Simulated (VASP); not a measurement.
# HfO2 (P1) in VASP: notebook

Runs on HfO2. Level: LDA. Tasks: single point.

Program: VASP 6.6.1. These are calculated values, not measurements. Logs are shortened: lines on timing, memory, paths and dates and some standing lists are left out, and cuts for length are marked.

## (1) The cell of the first run

The typed cell holds 6 atoms: a = 4.769 Å, b = 4.567 Å, c = 3.238 Å, α = 84.74°, β = 86.96°, γ = 82.09°.

## (2) Single point, LDA (atoms moved at random and the cell strained at random)

INCAR reads:

```
PREC = Accurate
ENCUT = 520
EDIFF = 1E-6
ISMEAR = 0
SIGMA = 0.05
LREAL = F
LASPH = T
NELM = 80
ALGO = Normal
ISIF = 2
LWAVE = F
LCHARG = F
NBANDS = 31
```

KPOINTS reads:

```
Automatic mesh
0
Gamma
  6 6 8
```

POSCAR reads:

```
HfO2
1.0
    4.7567193773      0.3191575517      0.1208096379
    0.3191575517      4.5510798036      0.2121719801
    0.0804492409      0.1412890149      3.2339441758
Hf O
2 4
Direct
    0.0421845920      0.0164386739     -0.0527604353
    0.5092943017      0.4714284178      0.4987970428
    0.2369571887      0.7930144070      0.5260955963
    0.3268543882      0.3109681811      0.0440140387
    0.6843545729      0.6797189540      0.0354882574
    0.7003549565      0.2284313662      0.4483655000
```

Potentials or basis: VASP PAW LDA potentials, release 64 (Hf_pv, O).

The run is started by

```console
> cat potpaw_LDA.64/Hf_pv/POTCAR potpaw_LDA.64/O/POTCAR > POTCAR
> mpirun -np 1 vasp_std > vasp.out
```

OUTCAR:

```text
PREC = Accurate
   ENCUT = 520
   EDIFF = 1E-6
   ISMEAR = 0
   LREAL = F
   LASPH = T
   NELM = 80
   ISIF = 2

 ion  position               nearest neighbor table
   1  0.042  0.016  0.947-   3 1.90   4 2.09   3 2.23   6 2.40   6 2.41   5 2.44   2 3.36   2 3.43
                             2 3.47   2 3.53   2 3.57   2 3.85
   2  0.509  0.471  0.499-   6 1.35   3 1.83   5 1.92   4 1.99   4 2.05   5 2.30   1 3.36   1 3.43
                             1 3.47   1 3.53   1 3.57   1 3.85
   3  0.237  0.793  0.526-   2 1.83   1 1.90   1 2.23
   4  0.327  0.311  0.044-   2 1.99   2 2.05   1 2.09
   5  0.684  0.680  0.035-   2 1.92   2 2.30   1 2.44
   6  0.700  0.228  0.448-   2 1.35   1 2.40   1 2.41

 -----------------------------------------------------------------------------
|                                                                             |
|           W    W    AA    RRRRR   N    N  II  N    N   GGGG   !!!           |
|           W    W   A  A   R    R  NN   N  II  NN   N  G    G  !!!           |
|           W    W  A    A  R    R  N N  N  II  N N  N  G       !!!           |
|           W WW W  AAAAAA  RRRRR   N  N N  II  N  N N  G  GGG   !            |
|           WW  WW  A    A  R   R   N   NN  II  N   NN  G    G                |
|           W    W  A    A  R    R  N    N  II  N    N   GGGG   !!!           |
|                                                                             |
|     The distance between some ions is very small. Please check the          |
|     nearest-neighbor list in the OUTCAR file.                               |
|     I HOPE YOU KNOW WHAT YOU ARE DOING!                                     |
|                                                                             |
 -----------------------------------------------------------------------------

  LATTYP: Found a triclinic cell.
 ALAT       =     4.5671879610
 B/A-ratio  =     1.5419432051
 C/A-ratio  =     1.5352824315
 COS(alpha) =     0.0058662079
 COS(beta)  =     0.6000906040
 COS(gamma) =     0.7416896909

  Lattice vectors:

 A1 = (  -0.3191575517,  -4.5510798036,  -0.2121719801)
 A2 = (  -5.0758769290,  -4.8702373553,  -0.3329816180)
 A3 = (   4.3571125847,  -4.3732112668,  -3.3253065180)

Analysis of symmetry for initial positions (statically):
=====================================================================
 Subroutine PRICEL returns:
 Original cell was already a primitive cell.

 Routine SETGRP: Setting up the symmetry group for a
 triclinic supercell.

 Subroutine GETGRP returns: Found  1 space group operations
 (whereof  1 operations were pure point group operations)
 out of a pool of  2 trial point group operations.

The static configuration has the point symmetry C_1 .
[... 124 lines left out ...]
   NSW    =      0    number of steps for IOM
   IBRION =     -1    ionic relax: 0-MD 1-quasi-New 2-CG
   NFREE  =      0    steps in history (QN), initial steepest desc. (CG)
   ISIF   =      2    stress and relaxation
   ISYM   =      2    0-nonsym 1-usesym 2-fastsym
   POTIM  = 0.5000    time-step for ionic-motion
   TEBEG  =    0.0;   TEEND  =   0.0 temperature during run
   PSTRESS=    0.0 pullay stress
   NELECT =      44.0000    total number of electrons
   NUPDOWN=      -1.0000    fix difference up-down
   EMIN   =  10.00;   EMAX   =-10.00  energy-range for DOS
   EFERMI =   0.00;   METHOD = LEGACY
   ISMEAR =     0;   SIGMA  =   0.05  broadening in eV -4-tet -1-fermi 0-gaus
   EFERMI_NEDOS =   21; number of points for ismear=-14 and -15
   IALGO  =     38    algorithm
   IMIX   =      4    mixing-type and parameters
     AMIX     =   0.40;   BMIX     =  1.00
     AMIX_MAG =   1.60;   BMIX_MAG =  1.00
  volume/ion in A,a.u.               =      11.58        78.17
  Fermi-wavevector in a.u.,A,eV,Ry     =   1.405690  2.656369 26.884637  1.975965
  Thomas-Fermi vector in A             =   2.528126
   LORBIT       =      0    0 simple, 1 ext, 2 COOP (PROOUT), +10 PAW based schemes
   GGA     = CA    functional components
   LHFCALC =     F    Hartree Fock is set to
   AEXX    =    0.0000 exact exchange contribution
   IVDW    =     0    specifies the selected vdW correction
   LEPSILON=     F    determine dielectric tensor
   LRPA    =     F    only Hartree local field effects (RPA)
 non-spin polarized calculation
 Gauss-broadening in eV      SIGMA  =   0.05
  energy-cutoff  :      520.00
  volume of cell :       69.50
 maximum number of plane-waves:      1893
   NGX = 17   NGY = 17   NGZ = 13

 number of electron      43.9999999 magnetization

 Free energy of the ion-electron system (eV)
  ---------------------------------------------------
  ext. energy  EPLUGINS =         0.00000000
  ---------------------------------------------------
  free energy    TOTEN  =       -48.89045701 eV

  energy without entropy =      -48.89045701  energy(sigma->0) =      -48.89045701

 E-fermi :   4.3165     XC(G=0): -11.7530

 val. band max:        4.0558608184   @ k =   0.5000   0.5000   0.1250
 cond. band min:       5.9111624440   @ k =  -0.0000   0.0000   0.1250
 fundamental gap:      1.8553016256
 Fermi energy:         4.3165300434

 k-point     1 :       0.0000    0.0000    0.0000
  band No.  band energies     occupation
      1     -29.7993      2.00000
      2     -27.4158      2.00000
      3     -27.1776      2.00000
      4     -27.0546      2.00000
      5     -24.4526      2.00000
      6     -24.1439      2.00000
[... 805 lines left out ...]
     30      11.3683      0.00000
     31      13.2189      0.00000

 [... further k-points ...]
[... 5 lines left out ...]
  --------------------------------------------------------------------------------------
  -------------------------------------------------------------------------------------
  Total       42.2142005     67.6923202      6.8938141    -57.1799452      6.5688556    -12.5944024
  in kB      973.1076425   1560.4207433    158.9138990  -1318.0929873    151.4230649   -290.3219553
  external PRESSURE =     897.4807616 kB  Pullay stress =       0.0000000 kB

 VOLUME and BASIS-vectors are now :
 -----------------------------------------------------------------------------
  energy-cutoff  :      520.00
  volume of cell :       69.50
      direct lattice vectors                 reciprocal lattice vectors
     4.756719377  0.319157552  0.120809638     0.211326143 -0.014604515 -0.004618994
     0.319157552  4.551079804  0.212171980    -0.014604515  0.221185833 -0.009300162
     0.080449241  0.141289015  3.233944176    -0.006936287 -0.013965940  0.310002646

 POSITION                                       TOTAL-FORCE (eV/Angst)
 -----------------------------------------------------------------------------------
      0.28211      0.22211      3.07190        -0.634804     -0.792627      2.406212
      2.61316      2.37853      1.77463       -34.310911     46.622793     11.419753
      1.42256      3.75903      1.89825        -8.803757      9.150361     -1.489006
      1.65754      1.52578      0.24780        -4.866925     -2.811829     -1.044381
      3.47508      3.31689      0.34166         3.358906      2.743315     -3.109460
      3.44037      1.32648      1.58307        45.257491    -54.912013     -8.183119
 -----------------------------------------------------------------------------------
    total drift:                                0.000286     -0.000003      0.000172

  FREE ENERGIE OF THE ION-ELECTRON SYSTEM (eV)
  ---------------------------------------------------
  free  energy   TOTEN  =       -48.8904570058 eV

  energy  without entropy=      -48.8904570058  energy(sigma->0) =      -48.89045701
```

It took 7.3 min on 1 thread of Oxide Virtual Turin-like, shared host; peak memory 0.31 GiB.

What came out:

```
Free energy            : -48.8905 eV
Pressure               : 89.7 GPa
Largest force          : 71.628 eV/Å
Band gap on the k mesh : 1.86 eV (least direct gap 1.90 eV)
```

Forces on the atoms (eV/Å):
```
Hf   -0.635  -0.793   2.406
Hf  -34.311  46.623  11.420
O    -8.804   9.150  -1.489
O    -4.867  -2.812  -1.044
O     3.359   2.743  -3.109
O    45.257 -54.912  -8.183
```

Levels at points of the mesh, in eV from the valence-band top:
```
           k point  band 20  band 21  band 22  band 23  band 24  band 25
(0.00, 0.00, 0.00)    -1.69    -1.22    -0.36     1.97     2.25     3.59
(0.50, 0.00, 0.00)    -2.11    -1.63    -1.22     2.39     2.65     3.52
(0.00, 0.50, 0.00)    -2.18    -1.35    -1.29     2.12     2.92     3.74
(0.50, 0.50, 0.00)    -1.73    -1.37    -0.04     2.04     2.79     3.41
(0.00, 0.00, 0.50)    -2.18    -1.24    -0.43     2.61     3.66     3.78
(0.50, 0.00, 0.50)    -2.25    -1.47    -0.19     2.16     3.09     3.81
(0.00, 0.50, 0.50)    -2.03    -1.33    -0.30     2.20     2.91     3.92
(0.50, 0.50, 0.50)    -1.73    -1.08    -0.54     2.32     3.30     3.82
```

Caveat: the cell differs from its parent crystal (atoms moved at random and the cell strained at random); atoms lie so close that the PAW spheres overlap strongly, which falsifies energies and pressures; the stress differs along the axes, from 16 to 156 GPa; spin-orbit coupling is left out, which moves the levels of the heavy elements; forces of over 1 eV/Å act on the atoms, so gaps and moduli don't describe the material at rest. A k mesh can miss the band edges.

## (3) Single point, LDA (atoms moved at random and the cell strained at random)

INCAR reads:

```
ALGO = Normal
EDIFF = 1E-7
ENCUT = 520
GGA = CA
ISIF = 2
ISMEAR = 0
LASPH = T
LCHARG = F
LREAL = F
LWAVE = F
NBANDS = 31
NELM = 100
PREC = Accurate
SIGMA = 0.05
```

KPOINTS reads:

```
k-points
0
Gamma
  6 6 8
```

POSCAR reads:

```
HfO2
1.0
    4.6289873800     -0.0367774965     -0.1444525196
   -0.0367774965      4.8003700744     -0.1233303487
   -0.0961934473     -0.0821278261      3.1893573088
Hf O
2 4
Direct
   -0.0013470215      0.0181560117      0.0207116977
    0.5173884387      0.4902208981      0.4812382160
    0.1817742806      0.7792339114      0.5327576514
    0.2714544224      0.2957286449      0.0490074498
    0.7209405654      0.7161042097     -0.0806559210
    0.8097893144      0.2005563242      0.4969409061
```

Potentials or basis: VASP PAW LDA potentials, release 64 (Hf_pv, O).

The run is started by

```console
> cat potpaw_LDA.64/Hf_pv/POTCAR potpaw_LDA.64/O/POTCAR > POTCAR
> mpirun -np 1 vasp_std > vasp.out
```

Run time: 8.2 min. Hardware: 1 thread of Oxide Virtual Turin-like, shared host; peak memory 0.31 GiB.

Results (log left out):

```yaml
Free_energy: -63.7037 eV
Pressure: 18.5 GPa
Largest_force: 5.902 eV/Å
Band_gap_on_the_k_mesh: 3.00 eV
```

Forces in eV/Å, atoms in the order of the input:
```
Hf  -0.202 -4.208 -0.154
Hf  -1.250  2.514  0.078
O    0.711  0.792 -0.937
O    4.018  3.318 -2.773
O   -2.637 -2.370  2.877
O   -0.640 -0.045  0.909
```

Stress tensor (GPa, compression positive):
```
25.03 19.18 11.79
19.18 21.26 16.69
11.79 16.69  9.27
```

Levels at points of the mesh, in eV from the valence-band top:
| k point | band 19 | band 20 | band 21 | band 22 | band 23 | band 24 | band 25 | band 26 |
| --- | --- | --- | --- | --- | --- | --- | --- | --- |
| (0.00, 0.00, 0.00) | -1.06 | -0.97 | -0.84 | 0.00 | 3.00 | 3.37 | 4.40 | 4.84 |
| (0.50, 0.00, 0.00) | -2.40 | -1.70 | -1.20 | -0.70 | 3.72 | 4.12 | 5.34 | 5.62 |
| (0.00, 0.50, 0.00) | -2.49 | -1.66 | -1.31 | -0.23 | 3.75 | 3.98 | 5.12 | 5.81 |
| (0.50, 0.50, 0.00) | -1.50 | -1.15 | -1.10 | -0.96 | 3.08 | 3.64 | 4.89 | 5.10 |
| (0.00, 0.00, 0.50) | -2.50 | -2.04 | -1.49 | -0.74 | 4.47 | 5.41 | 5.93 | 6.38 |
| (0.50, 0.00, 0.50) | -1.95 | -1.60 | -1.08 | -0.72 | 3.44 | 4.35 | 6.16 | 6.43 |
| (0.00, 0.50, 0.50) | -1.77 | -1.71 | -1.22 | -0.80 | 3.62 | 4.02 | 5.79 | 6.29 |
| (0.50, 0.50, 0.50) | -2.04 | -1.88 | -0.82 | -0.33 | 4.14 | 5.45 | 5.49 | 6.05 |

Caveat: the cell differs from its parent crystal (atoms moved at random and the cell strained at random); the stress differs along the axes, from 9 to 25 GPa; spin-orbit coupling is left out, which moves the levels of the heavy elements; forces of over 1 eV/Å act on the atoms, so gaps and moduli don't describe the material at rest. A k mesh can miss the band edges.
